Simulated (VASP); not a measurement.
A run of VASP 6.6.1 is set up as follows.

The input POSCAR:

```
In
1.0
    3.2673945583      0.0000000000      0.0000000000
   -1.6336972791      2.8296466917      0.0000000000
    0.0000000000      0.0000000000      5.3966798754
In
2
Direct
    0.6666666667      0.3333333333      0.7500000000
    0.3333333333      0.6666666667      0.2500000000
```

The input INCAR.step1:

```
SYSTEM = In
ALGO = Normal
EDIFF = 1E-5
ENCUT = 440
GGA = PE
GGA_COMPAT = .FALSE.
ISIF = 2
ISMEAR = -1
LASPH = .TRUE.
LCHARG = .FALSE.
LREAL = .FALSE.
LWAVE = .TRUE.
NBANDS = 20
NELM = 120
PREC = Accurate
SIGMA = 0.05
```

Contents of INCAR.step2:

```
SYSTEM = In
AEXX = 0.1
ALGO = Normal
EDIFF = 1E-6
ENCUT = 440
GGA_COMPAT = .FALSE.
ISIF = 2
ISMEAR = -1
ISTART = 1
LASPH = .TRUE.
LCHARG = .FALSE.
LHFCALC = .TRUE.
LMIXTAU = .TRUE.
LREAL = .FALSE.
LWAVE = .FALSE.
METAGGA = R2SCAN
NBANDS = 20
NELM = 120
PREC = Accurate
PRECFOCK = Normal
SIGMA = 0.05
```

File KPOINTS:

```
k-points
0
G
  5 5 3
  0 0 0
```

Potentials or basis: VASP PAW PBE potentials, release 64 (In_d).

The run is started by

```console
$ cat potpaw_PBE.64/In_d/POTCAR > POTCAR
$ cp INCAR.step1 INCAR
$ mpirun -np 1 vasp_std > vasp.out
$ cp INCAR.step2 INCAR
$ mpirun -np 1 vasp_std > vasp.out
```

Problem. What does it give for the band gap on the k mesh?

Solution. Zero (bands 13 and 14 overlap by 2.82 eV).

Problem. Estimate the pressure.

Solution. 2.2 GPa.

Stress tensor (GPa, compression positive):
```
2.11 0.00 0.00
0.00 2.11 0.00
0.00 0.00 2.28
```

Caveat: the k points lie up to 0.44 Å⁻¹ apart, too coarse for converged energies and pressures of a metal; the PAW data sets were made with another functional, which shifts forces and pressure a little; spin-orbit coupling is left out, which moves the levels of the heavy elements.
